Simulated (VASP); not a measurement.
Write the native input for VASP 6.6.1 that does the following.

| Property | Result |
| --- | --- |
| Task | single point |
| Functional | PBE |
| Potentials or basis | VASP PAW PBE potentials, release 64 (K_sv, Mg_sv, Be) |
| Cutoff | 840 eV |
| k mesh | 6 × 6 × 6 |
| Occupations | gaussian, width 0.1 eV |
| Spin | no spin polarisation |
| Dipole correction | no |
| Further INCAR settings | ALGO = Normal; EDIFF = 1e-06; NBANDS = 26 |

The structure of KMgBe6 lies in POSCAR:

```
KMgBe6
1.0
    3.4517749271      1.9928831834      2.2645651346
   -3.4517749271      1.9928831834      2.2645651346
    0.0000000000     -3.9857663666      2.2645651346
K Mg Be
1 1 6
Direct
    0.5000000000      0.5000000000      0.5000000000
    0.0000000000      0.0000000000      0.0000000000
    0.2650000000      0.2650000000      0.9260000000
    0.9260000000      0.2650000000      0.2650000000
    0.2650000000      0.9260000000      0.2650000000
    0.0740000000      0.7350000000      0.7350000000
    0.7350000000      0.7350000000      0.0740000000
    0.7350000000      0.0740000000      0.7350000000
```

These files were run (other wordings do the same):

INCAR

```
PREC = Accurate
ENCUT = 840
EDIFF = 1E-6
ISMEAR = 0
SIGMA = 0.1
LREAL = F
LASPH = T
NELM = 120
ALGO = Normal
ISIF = 2
LWAVE = F
LCHARG = T
GGA = PE
LELF = T
LVHAR = T
NBANDS = 26
GGA_COMPAT = F
```

KPOINTS

```
regular mesh
0
Gamma
  6 6 6
```

Potentials or basis: VASP PAW PBE potentials, release 64 (K_sv, Mg_sv, Be).

Command:

```bash
$ cat potpaw_PBE.64/K_sv/POTCAR potpaw_PBE.64/Mg_sv/POTCAR potpaw_PBE.64/Be/POTCAR > POTCAR
$ mpirun -np 1 vasp_std > vasp.out
```

It gave:

```json
{"Pressure": "49.6 GPa", "Largest force": "7.759 eV/Å", "Band gap on the k mesh": "zero (an odd number of electrons rules out a gap without spin polarisation)"}
```

Caveat: the stress differs along the axes, from 47 to 54 GPa; forces of over 1 eV/Å act on the atoms, so gaps and moduli don't describe the material at rest.

Wall time 110 s on 1 thread of Intel(R) Xeon(R) Platinum 8488C (Sapphire Rapids), with other jobs on the host, peak memory 0.41 GiB.
